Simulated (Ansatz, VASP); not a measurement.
Eu: VASP beside Ansatz

File INCAR:

```
SYSTEM = Eu
  ALGO = Normal
  EDIFF = 1E-6
  ENCUT = 520
  GGA = PE
  ISIF = 2
  ISMEAR = 0
  ISPIN = 2
  LASPH = .TRUE.
  LCHARG = .FALSE.
  LMAXMIX = 6
  LORBIT = 11
  LREAL = .FALSE.
  LWAVE = .FALSE.
  MAGMOM = 7.72
  NBANDS = 18
  NELM = 150
  PREC = Accurate
  SIGMA = 0.05
```

The input KPOINTS:

```
k-points
0
G
  14 14 14
  0 0 0
```

File POSCAR:

```
Eu
1.0
   -2.1936230597      2.1936230597      2.1936230597
    2.1936230597     -2.1936230597      2.1936230597
    2.1936230597      2.1936230597     -2.1936230597
Eu
1
Direct
    0.0000000000      0.0000000000      0.0000000000
```

Input for Ansatz:

```yaml
crystal:
  lattice:
    - [-2.1936230597, 2.1936230597, 2.1936230597]
    - [2.1936230597, -2.1936230597, 2.1936230597]
    - [2.1936230597, 2.1936230597, -2.1936230597]
  atoms:
    - { symbol: Eu, position: [0.0, 0.0, 0.0], spin: 7.72 }
basis:
  ecutwfc: 420
  ecutrho_ratio: 4
kpoints:
  mp_grid: { grid: [14, 14, 14] }
hamiltonian:
  xc: pbe
scf:
  occupations: { method: gaussian, width: 0.05 }
output:
  forces: true
  stress: true
  eigenvalues: true
  populations: true
magnetization:
  spin_polarized: true
```

Alike in both runs: task single point; functional PBE; k mesh 14 × 14 × 14; occupations gaussian, width 0.05 eV; collinear spin.

|  | VASP | Ansatz |
| --- | --- | --- |
| version | VASP 6.6.1 | Ansatz 0.2.0 |
| potentials or method | VASP PAW PBE potentials, release 64 (Eu), cutoff 520 eV | scalar-relativistic, plane waves, PAW |
| valence electrons in the cell | 17 | 17 |

|  | VASP | Ansatz | Ansatz less VASP |
| --- | --- | --- | --- |
| pressure (GPa) | -0.3 | 0.0 | +0.23 |
| net moment per atom (μB) | 7.23 | 7.24 | +0.004 |
| size of the moment on the site where the two differ most (μB) | 6.66 | 7.00 | +0.342 |

Site moments also hang on the region over which each program counts them. The functional is the same, so the differences come from potentials, cutoffs and numerics. Ansatz's warnings: given moment on shells.

Neither program's run includes spin-orbit coupling.
